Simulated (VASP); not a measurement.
# MnS (R-3m) in VASP: single point with r2SCAN

Aim: the single point of MnS with r2SCAN.

Program: VASP 6.6.1. These are calculated values, not measurements. Logs are shortened: lines on timing, memory, paths and dates and some standing lists are left out, and cuts for length are marked.

### Step 1. The cell of the first run

It takes space group R-3m (No. 166, trigonal). Conventional cell: a = 3.662 Å, b = 3.662 Å, c = 8.917 Å, α = 90.00°, β = 90.00°, γ = 120.00°. Within 3.4 Å of Mn (site symmetry -3m) lie 6 S at 2.58 Å. Within 3.4 Å of S (site symmetry -3m) lie 6 Mn at 2.58 Å.

### Step 2. Single point, r2SCAN, collinear spin, antiferromagnetic start

Contents of POSCAR:

```
MnS
1.0
   -2.5689566571     -2.5689566571      5.1580799385
   -5.1580799385     -2.5689566571      2.5689566571
   -2.5689566571     -5.1580799385      2.5689566571
Mn S
2 2
Direct
    0.0000000000      0.0000000000      0.0000000000
    0.5000000000      0.5000000000      0.5000000000
    1.2500000000     -0.7500000000     -0.7500000000
    1.7500000000     -0.2500000000     -0.2500000000
```

Contents of INCAR.step1:

```
ALGO     = Normal         # electronic algorithm
EDIFF    = 1E-4           # SCF threshold, eV
ENCUT    = 520            # plane-wave cutoff, eV
GGA      = PE             # functional
ISMEAR   = 0              # smearing method
ISPIN    = 2              # spin polarisation
LASPH    = True           # aspherical terms in the spheres
LCHARG   = False          # write CHGCAR
LMAXMIX  = 4              # l up to which the mixer works
LREAL    = False          # projectors in reciprocal space
LWAVE    = True           # write WAVECAR
MAGMOM   = 4.77 -4.77 0 0 # initial moments
NBANDS   = 31             # bands
NELM     = 150            # most SCF steps
PREC     = Accurate       # precision mode
SIGMA    = 0.05           # smearing width, eV
```

Contents of INCAR.step2:

```
ALGO     = Normal         # electronic algorithm
EDIFF    = 1E-7           # SCF threshold, eV
ENCUT    = 520            # plane-wave cutoff, eV
ISIF     = 2              # what is computed and relaxed
ISMEAR   = 0              # smearing method
ISPIN    = 2              # spin polarisation
ISTART   = 1            
LASPH    = True           # aspherical terms in the spheres
LCHARG   = False          # write CHGCAR
LMAXMIX  = 4              # l up to which the mixer works
LMIXTAU  = True         
LORBIT   = 11             # projections on sites
LREAL    = False          # projectors in reciprocal space
LWAVE    = False          # write WAVECAR
MAGMOM   = 4.77 -4.77 0 0 # initial moments
METAGGA  = R2SCAN         # meta-GGA
NBANDS   = 31             # bands
NELM     = 150            # most SCF steps
PREC     = Accurate       # precision mode
SIGMA    = 0.05           # smearing width, eV
```

Contents of KPOINTS:

```
k-points
0
Gamma
  8 8 8
```

Potentials or basis: VASP PAW PBE potentials, release 64 (Mn_pv, S).

Command:

```bash
> cat potpaw_PBE.64/Mn_pv/POTCAR potpaw_PBE.64/S/POTCAR > POTCAR
> cp INCAR.step1 INCAR
> mpirun -np 1 vasp_std > vasp.out
> cp INCAR.step2 INCAR
> mpirun -np 1 vasp_std > vasp.out
```

OUTCAR:

```text
EDIFF = 1E-7
   ENCUT = 520
   ISIF = 2
   ISMEAR = 0
   ISPIN = 2
   ISTART = 1
   LASPH = True
   LORBIT = 11
   LREAL = False
   METAGGA = R2SCAN
   NELM = 150
   PREC = Accurate

 ion  position               nearest neighbor table
   1  0.000  0.000  0.000-   4 2.58   4 2.58   4 2.58   3 2.58   3 2.58   3 2.58
   2  0.500  0.500  0.500-   3 2.58   3 2.58   3 2.58   4 2.58   4 2.58   4 2.58
   3  0.250  0.250  0.250-   1 2.58   1 2.58   1 2.58   2 2.58   2 2.58   2 2.58
   4  0.750  0.750  0.750-   2 2.58   2 2.58   2 2.58   1 2.58   1 2.58   1 2.58

  LATTYP: Found a trigonal (rhomboedric) cell.
 ALAT       =     6.3091097046
 COS(alpha) =     0.8315894471

  Lattice vectors:

 A1 = (  -2.5689566571,  -2.5689566571,   5.1580799385)
 A2 = (  -5.1580799385,  -2.5689566571,   2.5689566571)
 A3 = (  -2.5689566571,  -5.1580799385,   2.5689566571)

Analysis of symmetry for initial positions (statically):
=====================================================================
 Subroutine PRICEL returns following result:

  LATTYP: Found a trigonal (rhomboedric) cell.
 ALAT       =     3.6473272405
 COS(alpha) =     0.4960864931

  Lattice vectors:

 A1 = (  -2.5790399693,   0.0100833121,   2.5790399693)
 A2 = (  -2.5790399693,  -2.5790399693,  -0.0100833121)
 A3 = (   0.0100833121,  -2.5790399693,   2.5790399693)

   2 primitive cells build up your supercell.

 Routine SETGRP: Setting up the symmetry group for a
 trigonal (rhombohedral) supercell.

 Subroutine GETGRP returns: Found 12 space group operations
 (whereof 12 operations were pure point group operations)
 out of a pool of 12 trial point group operations.

The static configuration has the point symmetry D_3d.

Analysis of symmetry for dynamics (positions and initial velocities):
=====================================================================
 Subroutine PRICEL returns following result:

  LATTYP: Found a trigonal (rhomboedric) cell.
 ALAT       =     3.6473272405
 COS(alpha) =     0.4960864931

  Lattice vectors:

 A1 = (  -2.5790399693,   0.0100833121,   2.5790399693)
 A2 = (  -2.5790399693,  -2.5790399693,  -0.0100833121)
 A3 = (   0.0100833121,  -2.5790399693,   2.5790399693)

   2 primitive cells build up your supercell.

 Routine SETGRP: Setting up the symmetry group for a
 trigonal (rhombohedral) supercell.

 Subroutine GETGRP returns: Found 12 space group operations
 (whereof 12 operations were pure point group operations)
 out of a pool of 12 trial point group operations.

The dynamic configuration has the point symmetry D_3d.

Analysis of structural, dynamic, and magnetic symmetry:
=====================================================================
 Subroutine PRICEL returns following result:

  LATTYP: Found a trigonal (rhomboedric) cell.
 ALAT       =     3.6473272405
 COS(alpha) =     0.4960864931

  Lattice vectors:

 A1 = (  -2.5790399693,   0.0100833121,   2.5790399693)
 A2 = (  -2.5790399693,  -2.5790399693,  -0.0100833121)
 A3 = (   0.0100833121,  -2.5790399693,   2.5790399693)

   2 primitive cells build up your supercell.

 Routine SETGRP: Setting up the symmetry group for a
 trigonal (rhombohedral) supercell.

 Subroutine GETGRP returns: Found 12 space group operations
 (whereof 12 operations were pure point group operations)
 out of a pool of 12 trial point group operations.

The overall configuration has the point symmetry D_3d.

 Subroutine INISYM returns: Found 12 space group operations
 (whereof 12 operations are pure point group operations),
 and found     2 'primitive' translations

----------------------------------------------------------------------------------------

                                     Primitive cell

  volume of cell :      34.5099

  direct lattice vectors                    reciprocal lattice vectors
    -2.579039969  0.010083312  2.579039969    -0.193493816  0.192737310  0.193493816
    -2.579039969 -2.579039969 -0.010083312    -0.193493816 -0.193493816 -0.192737310
     0.010083312 -2.579039969  2.579039969     0.192737310 -0.193493816  0.193493816

  length of vectors
     3.647327240  3.647327240  3.647327240     0.334704921  0.334704921  0.334704921

  position of ions in fractional coordinates (direct lattice)
     0.000000000  0.000000000  0.000000000
     0.500000000  0.500000000  0.500000000

  ion indices of the primitive-cell ions
   primitive index   ion index
                 1           1
                 2           3

----------------------------------------------------------------------------------------

 KPOINTS: k-points

Automatic generation of k-mesh.
 Grid dimensions read from file:
 generate k-points for:    8    8    8

 Generating k-lattice:

  Cartesian coordinates                     Fractional coordinates (reciprocal lattice)
     0.012046082  0.012046082  0.036232809     0.125000000  0.000000000  0.000000000
    -0.036232809  0.012046082 -0.012046082     0.000000000  0.125000000  0.000000000
     0.012046082 -0.036232809 -0.012046082     0.000000000  0.000000000  0.125000000

  Length of vectors
     0.040037890  0.040037890  0.040037890

  Shift w.r.t. Gamma in fractional coordinates (k-lattice)
     0.000000000  0.000000000  0.000000000

 Subroutine IBZKPT returns following result:
 ===========================================

 Found     65 irreducible k-points:

 Following reciprocal coordinates:
            Coordinates               Weight
  0.000000  0.000000  0.000000      1.000000
  0.125000  0.000000  0.000000      6.000000
  0.250000  0.000000  0.000000      6.000000
  0.375000  0.000000  0.000000      6.000000
  0.500000  0.000000  0.000000      3.000000
  0.125000  0.125000  0.000000      6.000000
[... 16 lines left out ...]
  0.250000  0.125000  0.125000      6.000000
  0.375000  0.125000  0.125000      6.000000
 [... further k-points ...]
   k-points           NKPTS =     65   k-points in BZ     NKDIM =     65   number of bands    NBANDS=     31
   number of dos      NEDOS =    301   number of ions     NIONS =      4
   total plane-waves  NPLWV = 110592
   dimension x,y,z NGX =    48 NGY =   48 NGZ =   48
   dimension x,y,z NGXF=    96 NGYF=   96 NGZF=   96
   ions per type =               2   2
   NGX,Y,Z   is equivalent  to a cutoff of  12.65, 12.65, 12.65 a.u.
   NGXF,Y,Z  is equivalent  to a cutoff of  25.30, 25.30, 25.30 a.u.
 SYSTEM =  unknown system
   PREC   = accura    normal or accurate (medium, high low for compatibility)
   ISTART =      1    job   : 0-new  1-cont  2-samecut
   ICHARG =      0    charge: 1-file 2-atom 10-const
   ISPIN  =      2    spin polarized calculation?
   LNONCOLLINEAR =      F non collinear calculations
   LSORBIT =      F    spin-orbit coupling
   LASPH  =      T    aspherical Exc in radial PAW
   ENCUT  =  520.0 eV  38.22 Ry    6.18 a.u.  11.73 11.73 11.73*2*pi/ulx,y,z
   NELM   =    150;   NELMIN=  2; NELMDL=  0     # of ELM steps
   EDIFF  = 0.1E-06   stopping-criterion for ELM
   LREAL  =      F    real-space projection
   EDIFFG = 0.1E-05   stopping-criterion for IOM
   NSW    =      0    number of steps for IOM
   IBRION =     -1    ionic relax: 0-MD 1-quasi-New 2-CG
   NFREE  =      0    steps in history (QN), initial steepest desc. (CG)
   ISIF   =      2    stress and relaxation
   ISYM   =      2    0-nonsym 1-usesym 2-fastsym
   POTIM  = 0.5000    time-step for ionic-motion
   TEBEG  =    0.0;   TEEND  =   0.0 temperature during run
   PSTRESS=    0.0 pullay stress
   NELECT =      38.0000    total number of electrons
   NUPDOWN=      -1.0000    fix difference up-down
   EMIN   =  10.00;   EMAX   =-10.00  energy-range for DOS
   EFERMI =   0.00;   METHOD = LEGACY
   ISMEAR =     0;   SIGMA  =   0.05  broadening in eV -4-tet -1-fermi 0-gaus
   EFERMI_NEDOS =   21; number of points for ismear=-14 and -15
   IALGO  =     38    algorithm
   IMIX   =      4    mixing-type and parameters
     AMIX     =   0.40;   BMIX     =  1.00
     AMIX_MAG =   1.60;   BMIX_MAG =  1.00
  volume/ion in A,a.u.               =      17.25       116.44
  Fermi-wavevector in a.u.,A,eV,Ry     =   1.341770  2.535578 24.495210  1.800347
  Thomas-Fermi vector in A             =   2.469977
   LORBIT       =     11    0 simple, 1 ext, 2 COOP (PROOUT), +10 PAW based schemes
   METAGGA = R2SCAN    functional components
   LHFCALC =     F    Hartree Fock is set to
   AEXX    =    0.0000 exact exchange contribution
   IVDW    =     0    specifies the selected vdW correction
   LEPSILON=     F    determine dielectric tensor
   LRPA    =     F    only Hartree local field effects (RPA)
 spin polarized calculation
 Gauss-broadening in eV      SIGMA  =   0.05
  energy-cutoff  :      520.00
  volume of cell :       69.02
 maximum number of plane-waves:      1872
   NGX = 23   NGY = 23   NGZ = 23

 number of electron      38.0000003 magnetization      -0.0000000

 number of electron      38.0000003 magnetization       0.0000000

 Free energy of the ion-electron system (eV)
  ---------------------------------------------------
  ext. energy  EPLUGINS =         0.00000000
  ---------------------------------------------------
  free energy    TOTEN  =       -49.98716973 eV

  energy without entropy =      -49.98716973  energy(sigma->0) =      -49.98716973

 E-fermi :   6.5064     XC(G=0): -11.3411

 val. band max:        6.1862093684   @ k =   0.5000   0.5000   0.5000
 cond. band min:       7.8877767049   @ k =   0.5000   0.5000   0.0000
 fundamental gap:      1.7015673365
 Fermi energy:         6.5063679164

 spin component 1

 k-point     1 :       0.0000    0.0000    0.0000
  band No.  band energies     occupation
      1     -46.1825      1.00000
      2     -46.1758      1.00000
      3     -46.1758      1.00000
      4     -40.0832      1.00000
      5     -40.0832      1.00000
      6     -40.0767      1.00000
[... 805 lines left out ...]
     30      14.6319      0.00000
     31      15.2757      0.00000

 [... further k-points ...]

 spin component 2

 k-point     1 :       0.0000    0.0000    0.0000
  band No.  band energies     occupation
      1     -46.1825      1.00000
      2     -46.1758      1.00000
      3     -46.1758      1.00000
      4     -40.0832      1.00000
      5     -40.0832      1.00000
      6     -40.0767      1.00000
[... 805 lines left out ...]
     30      14.6319      0.00000
     31      15.2757      0.00000

 [... further k-points ...]

------------------------ aborting loop because EDIFF is reached ----------------------------------------

  FORCE on cell =-STRESS in cart. coord.  units (eV):
  Direction    XX          YY          ZZ          XY          YZ          ZX
  --------------------------------------------------------------------------------------
  -------------------------------------------------------------------------------------
  Total       -0.0626692     -0.0626692     -0.0626692     -0.0129331      0.0129331      0.0129331
  in kB       -1.4547580     -1.4547580     -1.4547580     -0.3002188      0.3002188      0.3002188
  external PRESSURE =      -1.4547580 kB  Pullay stress =       0.0000000 kB

 VOLUME and BASIS-vectors are now :
 -----------------------------------------------------------------------------
  energy-cutoff  :      520.00
  volume of cell :       69.02
      direct lattice vectors                 reciprocal lattice vectors
    -2.568956657 -2.568956657  5.158079939     0.096368655  0.096368655  0.289862471
    -5.158079939 -2.568956657  2.568956657    -0.289862471  0.096368655 -0.096368655
    -2.568956657 -5.158079939  2.568956657     0.096368655 -0.289862471 -0.096368655

 POSITION                                       TOTAL-FORCE (eV/Angst)
 -----------------------------------------------------------------------------------
      0.00000      0.00000      0.00000         0.000000     -0.000000     -0.000000
     -5.14800     -5.14800      5.14800        -0.000000     -0.000000     -0.000000
     -2.57400     -2.57400      2.57400        -0.000000      0.000000      0.000000
     -7.72199     -7.72199      7.72199         0.000000      0.000000      0.000000
 -----------------------------------------------------------------------------------
    total drift:                                0.000000      0.000000      0.000000

  FREE ENERGIE OF THE ION-ELECTRON SYSTEM (eV)
  ---------------------------------------------------
  free  energy   TOTEN  =       -49.9871697341 eV

  energy  without entropy=      -49.9871697341  energy(sigma->0) =      -49.98716973

 total charge

# of ion       s       p       d       tot
------------------------------------------
    1        0.219   6.163   4.933  11.315
    2        0.219   6.163   4.933  11.315
    3        1.311   2.477   0.000   3.787
    4        1.311   2.477   0.000   3.787
--------------------------------------------------
tot          3.060  17.278   9.866  30.205

 magnetization (x)

# of ion       s       p       d       tot
------------------------------------------
    1        0.017   0.015   4.313   4.345
    2       -0.017  -0.015  -4.313  -4.345
    3        0.000   0.000   0.000   0.000
    4        0.000   0.000   0.000   0.000
--------------------------------------------------
tot          0.000   0.000   0.000   0.000
```

It took 61 min on 1 thread of Intel Xeon 8259CL, shared host; peak memory 0.57 GiB.

Results:

| Quantity | Value |
| --- | --- |
| Free energy | -49.9872 eV |
| Pressure | -0.1 GPa |
| Band gap on the k mesh | 1.70 eV |
| Net moment | 0.00 μB per cell |
| Site moments | Mn +4.34, -4.34; S +0.00 μB |
| Valence electrons inside the program's atomic spheres | Mn 11.31; S 3.79 |

Levels at points of the mesh, in eV from the valence-band top:
Spin up:
```
           k point  band 17  band 18  band 19  band 20  band 21  band 22
(0.00, 0.00, 0.00)    -1.18    -1.13    -1.13     2.35     2.35     2.46
(0.50, 0.00, 0.00)    -2.35    -0.87    -0.70     1.76     2.90     3.13
(0.50, 0.50, 0.00)    -2.47    -0.89    -0.44     1.70     2.58     3.05
(0.50, 0.50, 0.50)    -2.30     0.00     0.00     2.22     2.25     2.25
```
Spin down:
```csv
k point,band 15,band 16,band 17,band 18,band 19,band 20,band 21,band 22,band 23,band 24
"(0.00, 0.00, 0.00)",-1.24,-1.24,-1.18,-1.13,-1.13,2.35,2.35,2.46,3.70,3.71
"(0.50, 0.00, 0.00)",-2.91,-2.66,-2.35,-0.87,-0.70,1.76,2.90,3.13,3.28,3.62
"(0.50, 0.50, 0.00)",-2.86,-2.66,-2.47,-0.89,-0.44,1.70,2.58,3.05,3.16,3.93
"(0.50, 0.50, 0.50)",-2.31,-2.30,-2.30,0.00,0.00,2.22,2.25,2.25,3.28,3.28
```

Caveat: the antiferromagnetic order is the one typed at the start, and another may lie lower; the PAW data sets were made with another functional, which shifts forces and pressure a little.
